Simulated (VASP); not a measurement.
# Hf (P6_3/mmc) in VASP: a series of runs

Hf is run at these levels: r2SCAN; tasks: single point, relaxation of shape and atoms at fixed volume.

Everything below comes from runs of VASP 6.6.1. Logs are shortened: lines on timing, memory, paths and dates and some standing lists are left out, and cuts for length are marked.

**1. The cell of the first run**

The structure is hexagonal, space group P6_3/mmc (No. 194). Conventional cell: a = 2.541 Å, b = 2.541 Å, c = 4.397 Å, α = 90.00°, β = 90.00°, γ = 120.00°. Within 3.4 Å of Hf (site symmetry -6m2) lie 12 Hf at 2.54 to 2.64 Å.

**2. Single point, r2SCAN (volume scaled by 0.55)**

POSCAR reads:

```
Hf
1.0
    2.5414543323      0.0000000000      0.0000000000
   -1.2707271662      2.2009640144      0.0000000000
    0.0000000000      0.0000000000      4.3967528692
Hf
2
Direct
    0.3333333333      0.6666666667      0.2500000000
    0.6666666667      0.3333333333      0.7500000000
```

INCAR.step1 reads:

```
SYSTEM = Hf
PREC = Accurate
ENCUT = 520
ISMEAR = -1
SIGMA = 0.1
LREAL = .FALSE.
LASPH = .TRUE.
NELM = 60
NBANDS = 17
GGA = PE
ALGO = Normal
EDIFF = 1E-4
LWAVE = .TRUE.
LCHARG = .FALSE.
```

INCAR.step2 reads:

```
SYSTEM = Hf
PREC = Accurate
ENCUT = 520
EDIFF = 1E-6
ISMEAR = -1
SIGMA = 0.1
LREAL = .FALSE.
LASPH = .TRUE.
NELM = 60
ALGO = Normal
ISIF = 2
LWAVE = .FALSE.
LCHARG = .TRUE.
METAGGA = R2SCAN
LMIXTAU = .TRUE.
LELF = .TRUE.
LVHAR = .TRUE.
NBANDS = 17
ISTART = 1
```

KPOINTS reads:

```
Automatic mesh
0
G
  14 14 8
  0 0 0
```

Potentials or basis: VASP PAW PBE potentials, release 64 (Hf_pv).

The run is started by

```sh
> cat potpaw_PBE.64/Hf_pv/POTCAR > POTCAR
> cp INCAR.step1 INCAR
> mpirun -np 1 vasp_std > vasp.out
> cp INCAR.step2 INCAR
> mpirun -np 1 vasp_std > vasp.out
```

OUTCAR:

```text
SYSTEM = Hf
   PREC = Accurate
   ENCUT = 520
   EDIFF = 1E-6
   ISMEAR = -1
   LREAL = .FALSE.
   LASPH = .TRUE.
   NELM = 60
   ISIF = 2
   METAGGA = R2SCAN
   ISTART = 1

 ion  position               nearest neighbor table
   1  0.333  0.667  0.250-   2 2.64   2 2.64   2 2.64   2 2.64   2 2.64   2 2.64   2 3.67   2 3.67
                             2 3.67   2 3.67   2 3.67   2 3.67
   2  0.667  0.333  0.750-   1 2.64   1 2.64   1 2.64   1 2.64   1 2.64   1 2.64   1 3.67   1 3.67
                             1 3.67   1 3.67   1 3.67   1 3.67

  LATTYP: Found a hexagonal cell.
 ALAT       =     2.5414543323
 C/A-ratio  =     1.7300145091

  Lattice vectors:

 A1 = (   2.5414543323,   0.0000000000,   0.0000000000)
 A2 = (  -1.2707271662,   2.2009640144,   0.0000000000)
 A3 = (   0.0000000000,   0.0000000000,   4.3967528692)

Analysis of symmetry for initial positions (statically):
=====================================================================
 Subroutine PRICEL returns:
 Original cell was already a primitive cell.

 Routine SETGRP: Setting up the symmetry group for a
 hexagonal supercell.

 Subroutine GETGRP returns: Found 24 space group operations
 (whereof 12 operations were pure point group operations)
 out of a pool of 24 trial point group operations.

The static configuration has the point symmetry D_3d.
 The point group associated with its full space group is D_6h.

Analysis of symmetry for dynamics (positions and initial velocities):
=====================================================================
 Subroutine PRICEL returns:
 Original cell was already a primitive cell.

 Routine SETGRP: Setting up the symmetry group for a
 hexagonal supercell.

 Subroutine GETGRP returns: Found 24 space group operations
 (whereof 12 operations were pure point group operations)
 out of a pool of 24 trial point group operations.

The dynamic configuration has the point symmetry D_3d.
 The point group associated with its full space group is D_6h.

 Subroutine INISYM returns: Found 24 space group operations
 (whereof 12 operations are pure point group operations),
 and found     1 'primitive' translations

----------------------------------------------------------------------------------------

                                     Primitive cell

  volume of cell :      24.5939

  direct lattice vectors                    reciprocal lattice vectors
     2.541454332  0.000000000  0.000000000     0.393475494  0.227173183  0.000000000
    -1.270727166  2.200964014  0.000000000     0.000000000  0.454346365  0.000000000
     0.000000000  0.000000000  4.396752869     0.000000000  0.000000000  0.227440575

  length of vectors
     2.541454332  2.541454332  4.396752869     0.454346365  0.454346365  0.227440575

  position of ions in fractional coordinates (direct lattice)
     0.333333333  0.666666667  0.250000000
     0.666666667  0.333333333  0.750000000

  ion indices of the primitive-cell ions
   primitive index   ion index
                 1           1
                 2           2

----------------------------------------------------------------------------------------

 KPOINTS: Automatic mesh

Automatic generation of k-mesh.
 Grid dimensions read from file:
 generate k-points for:   14   14    8

 Generating k-lattice:

  Cartesian coordinates                     Fractional coordinates (reciprocal lattice)
     0.028105392  0.016226656  0.000000000     0.071428571 -0.000000000  0.000000000
     0.000000000  0.032453312  0.000000000     0.000000000  0.071428571  0.000000000
     0.000000000  0.000000000  0.028430072     0.000000000  0.000000000  0.125000000

  Length of vectors
     0.032453312  0.032453312  0.028430072

  Shift w.r.t. Gamma in fractional coordinates (k-lattice)
     0.000000000  0.000000000  0.000000000

 Subroutine IBZKPT returns following result:
 ===========================================

 Found    120 irreducible k-points:

 Following reciprocal coordinates:
            Coordinates               Weight
  0.000000  0.000000  0.000000      1.000000
  0.071429  0.000000  0.000000      6.000000
  0.142857  0.000000  0.000000      6.000000
  0.214286  0.000000  0.000000      6.000000
  0.285714  0.000000  0.000000      6.000000
  0.357143  0.000000  0.000000      6.000000
[... 16 lines left out ...]
  0.285714  0.285714  0.000000      6.000000
  0.357143  0.285714  0.000000      6.000000
 [... further k-points ...]
   k-points           NKPTS =    120   k-points in BZ     NKDIM =    120   number of bands    NBANDS=     17
   number of dos      NEDOS =    301   number of ions     NIONS =      2
   total plane-waves  NPLWV =  14400
   dimension x,y,z NGX =    20 NGY =   20 NGZ =   36
   dimension x,y,z NGXF=    40 NGYF=   40 NGZF=   72
   ions per type =               2
   NGX,Y,Z   is equivalent  to a cutoff of  13.08, 13.08, 13.61 a.u.
   NGXF,Y,Z  is equivalent  to a cutoff of  26.17, 26.17, 27.22 a.u.
 SYSTEM =  Hf
   PREC   = accura    normal or accurate (medium, high low for compatibility)
   ISTART =      1    job   : 0-new  1-cont  2-samecut
   ICHARG =      0    charge: 1-file 2-atom 10-const
   ISPIN  =      1    spin polarized calculation?
   LNONCOLLINEAR =      F non collinear calculations
   LSORBIT =      F    spin-orbit coupling
   LASPH  =      T    aspherical Exc in radial PAW
   ENCUT  =  520.0 eV  38.22 Ry    6.18 a.u.   4.73  4.73  8.18*2*pi/ulx,y,z
   NELM   =     60;   NELMIN=  2; NELMDL=  0     # of ELM steps
   EDIFF  = 0.1E-05   stopping-criterion for ELM
   LREAL  =      F    real-space projection
   EDIFFG = 0.1E-04   stopping-criterion for IOM
   NSW    =      0    number of steps for IOM
   IBRION =     -1    ionic relax: 0-MD 1-quasi-New 2-CG
   NFREE  =      0    steps in history (QN), initial steepest desc. (CG)
   ISIF   =      2    stress and relaxation
   ISYM   =      2    0-nonsym 1-usesym 2-fastsym
   POTIM  = 0.5000    time-step for ionic-motion
   TEBEG  =    0.0;   TEEND  =   0.0 temperature during run
   PSTRESS=    0.0 pullay stress
   NELECT =      20.0000    total number of electrons
   NUPDOWN=      -1.0000    fix difference up-down
   EMIN   =  10.00;   EMAX   =-10.00  energy-range for DOS
   EFERMI =   0.00;   METHOD = LEGACY
   ISMEAR =    -1;   SIGMA  =   0.10  broadening in eV -4-tet -1-fermi 0-gaus
   EFERMI_NEDOS =   21; number of points for ismear=-14 and -15
   IALGO  =     38    algorithm
   IMIX   =      4    mixing-type and parameters
     AMIX     =   0.40;   BMIX     =  1.00
     AMIX_MAG =   1.60;   BMIX_MAG =  1.00
  volume/ion in A,a.u.               =      12.30        82.98
  Fermi-wavevector in a.u.,A,eV,Ry     =   1.528067  2.887628 31.769450  2.334989
  Thomas-Fermi vector in A             =   2.635877
   LORBIT       =      0    0 simple, 1 ext, 2 COOP (PROOUT), +10 PAW based schemes
   METAGGA = R2SCAN    functional components
   LHFCALC =     F    Hartree Fock is set to
   AEXX    =    0.0000 exact exchange contribution
   IVDW    =     0    specifies the selected vdW correction
   LEPSILON=     F    determine dielectric tensor
   LRPA    =     F    only Hartree local field effects (RPA)
 non-spin polarized calculation
  energy-cutoff  :      520.00
  volume of cell :       24.59
 maximum number of plane-waves:       678
 NGX is ok and might be reduce to    20
   NGX =  9   NGY =  9   NGZ = 17

 number of electron      20.0000001 magnetization

 Free energy of the ion-electron system (eV)
  ---------------------------------------------------
  ext. energy  EPLUGINS =         0.00000000
  ---------------------------------------------------
  free energy    TOTEN  =       -83.38544455 eV

  energy without entropy =      -83.34801232  energy(sigma->0) =      -83.36672843

 E-fermi :   9.7354     XC(G=0): -15.6225

 val. band max:        9.7297220148   @ k =   0.0714   0.0000   0.0000
 cond. band min:       9.7411663990   @ k =   0.1429   0.1429   0.5000
 fundamental gap:      0.0114443843
 Fermi energy:         9.7353967108

 k-point     1 :       0.0000    0.0000    0.0000
  band No.  band energies     occupation
      1     -23.8415      2.00000
      2     -19.4636      2.00000
      3     -19.4636      2.00000
      4     -19.4386      2.00000
      5     -19.0301      2.00000
      6     -19.0301      2.00000
[... 9 lines left out ...]
     16      15.3264      0.00000
     17      19.6377      0.00000

 k-point     2 :       0.0714    0.0000    0.0000
  band No.  band energies     occupation
      1     -23.7677      2.00000
      2     -19.7225      2.00000
      3     -19.5333      2.00000
      4     -19.4526      2.00000
      5     -19.2944      2.00000
      6     -19.0636      2.00000
[... 9 lines left out ...]
     16      14.9414      0.00000
     17      19.9443      0.00000

 k-point     3 :       0.1429    0.0000    0.0000
  band No.  band energies     occupation
      1     -23.5523      2.00000
      2     -20.4201      2.00000
      3     -19.9839      2.00000
      4     -19.7181      2.00000
      5     -19.4991      2.00000
      6     -19.1628      2.00000
[... 9 lines left out ...]
     16      14.0898      0.00000
     17      20.5466      0.00000

 k-point     4 :       0.2143    0.0000    0.0000
  band No.  band energies     occupation
      1     -23.2132      2.00000
      2     -21.3621      2.00000
      3     -20.8789      2.00000
      4     -19.9658      2.00000
      5     -19.5905      2.00000
      6     -19.3135      2.00000
[... 9 lines left out ...]
     16      15.4599      0.00000
     17      21.0548      0.00000
[... 343 lines left out ...]
      1     -23.3219      2.00000
      2     -22.7139      2.00000
      3     -21.7107      2.00000
      4     -21.4076      2.00000
      5     -20.9590      2.00000
      6     -20.4999      2.00000
[... 9 lines left out ...]
     16      19.5836      0.00000
     17      23.2733      0.00000

 k-point    23 :       0.2857    0.2857    0.0000
  band No.  band energies     occupation
      1     -23.0754      2.00000
      2     -22.6326      2.00000
      3     -21.9050      2.00000
      4     -21.3589      2.00000
      5     -21.2919      2.00000
      6     -20.5313      2.00000
[... 9 lines left out ...]
     16      19.2113      0.00000
     17      23.2679      0.00000

 k-point    24 :       0.3571    0.2857    0.0000
  band No.  band energies     occupation
      1     -23.0313      2.00000
      2     -22.4413      2.00000
      3     -22.2524      2.00000
      4     -21.5246      2.00000
      5     -21.1015      2.00000
      6     -20.7451      2.00000
[... 9 lines left out ...]
     16      18.6747      0.00000
     17      23.1174      0.00000

 [... further k-points ...]
[... 5 lines left out ...]
  --------------------------------------------------------------------------------------
  -------------------------------------------------------------------------------------
  Total       26.2811365     26.2811365     26.0332734     -0.0000000     -0.0000000      0.0000000
  in kB     1712.0932575   1712.0932577   1695.9461302     -0.0000000     -0.0000000      0.0000000
  external PRESSURE =    1706.7108818 kB  Pullay stress =       0.0000000 kB

 VOLUME and BASIS-vectors are now :
 -----------------------------------------------------------------------------
  energy-cutoff  :      520.00
  volume of cell :       24.59
      direct lattice vectors                 reciprocal lattice vectors
     2.541454332  0.000000000  0.000000000     0.393475494  0.227173183  0.000000000
    -1.270727166  2.200964014  0.000000000     0.000000000  0.454346365  0.000000000
     0.000000000  0.000000000  4.396752869     0.000000000  0.000000000  0.227440575

 POSITION                                       TOTAL-FORCE (eV/Angst)
 -----------------------------------------------------------------------------------
     -0.00000      1.46731      1.09919        -0.000000      0.000000      0.000000
      1.27073      0.73365      3.29756         0.000000     -0.000000      0.000000
 -----------------------------------------------------------------------------------
    total drift:                               -0.000000      0.000000     -0.000000

  FREE ENERGIE OF THE ION-ELECTRON SYSTEM (eV)
  ---------------------------------------------------
  free  energy   TOTEN  =       -83.3854445498 eV

  energy  without entropy=      -83.3480123160  energy(sigma->0) =      -83.36672843
```

Wall time 3.1 min (1 thread of AMD EPYC 7R43 (Zen 3), shared host); peak memory 0.14 GiB.

What came out:

```
Free energy            : -83.3854 eV
Pressure               : 170.7 GPa
Band gap on the k mesh : zero (band 10 reaches 11.24 eV, above the bottom of band 11 at 9.37 eV)
```

Caveat: the cell differs from its parent crystal (volume scaled by 0.55); the PAW data sets were made with another functional, which shifts forces and pressure a little; spin-orbit coupling is left out, which moves the levels of the heavy elements.

**3. Single point, r2SCAN**

This run uses another cell than the first one, of 16.10 Å³/atom, 1.309 times its volume.

POSCAR reads:

```
Hf
1.0
    2.8434108631      0.0000000000      0.0000000000
   -1.4217054315      2.4624660409      0.0000000000
    0.0000000000      0.0000000000      4.5981935349
Hf
2
Direct
    0.3333333333      0.6666666667      0.2500000000
    0.6666666667      0.3333333333      0.7500000000
```

INCAR.step1 reads:

```
SYSTEM = Hf
  ALGO = Normal
  EDIFF = 1E-4
  ENCUT = 520
  GGA = PE
  ISMEAR = -1
  LASPH = .TRUE.
  LCHARG = .FALSE.
  LREAL = .FALSE.
  LWAVE = .TRUE.
  NBANDS = 17
  NELM = 60
  PREC = Accurate
  SIGMA = 0.1
```

INCAR.step2 reads:

```
SYSTEM = Hf
  ALGO = Normal
  EDIFF = 1E-6
  ENCUT = 520
  ISIF = 2
  ISMEAR = -1
  ISTART = 1
  LASPH = .TRUE.
  LCHARG = .FALSE.
  LMIXTAU = .TRUE.
  LREAL = .FALSE.
  LWAVE = .FALSE.
  METAGGA = R2SCAN
  NBANDS = 17
  NELM = 60
  PREC = Accurate
  SIGMA = 0.1
```

KPOINTS reads:

```
k-points
0
G
  14 14 8
  0 0 0
```

Potentials or basis: VASP PAW PBE potentials, release 64 (Hf_pv).

The run is started by

```sh
> cat potpaw_PBE.64/Hf_pv/POTCAR > POTCAR
> cp INCAR.step1 INCAR
> mpirun -np 1 vasp_std > vasp.out
> cp INCAR.step2 INCAR
> mpirun -np 1 vasp_std > vasp.out
```

Wall time 4.6 min (1 thread of AMD EPYC 7R43 (Zen 3), shared host); peak memory 0.16 GiB.

The run converged. Its results:

```
Free energy            : -88.4545 eV
Pressure               : 60.8 GPa
Band gap on the k mesh : zero (band 10 reaches 8.94 eV, above the bottom of band 11 at 6.98 eV)
```

Stress tensor (GPa, compression positive):
```
61.07  0.00  0.00
 0.00 61.07  0.00
 0.00  0.00 60.25
```

Levels at points of the mesh, in eV from the Fermi level:
```
           k point  band 8  band 9  band 10  band 11  band 12  band 13
(0.00, 0.00, 0.00)   -5.07    1.33     1.33     1.42     2.05     2.57
(0.50, 0.00, 0.00)   -4.06   -3.70     0.17     0.94     1.30     2.43
(0.00, 0.00, 0.50)   -6.01   -0.08    -0.08     1.26     1.26     1.26
(0.50, 0.00, 0.50)   -4.84   -1.95    -1.95     2.85     2.85     3.77
```

Caveat: the PAW data sets were made with another functional, which shifts forces and pressure a little; spin-orbit coupling is left out, which moves the levels of the heavy elements.

(Part 1 of 2 ends here.)
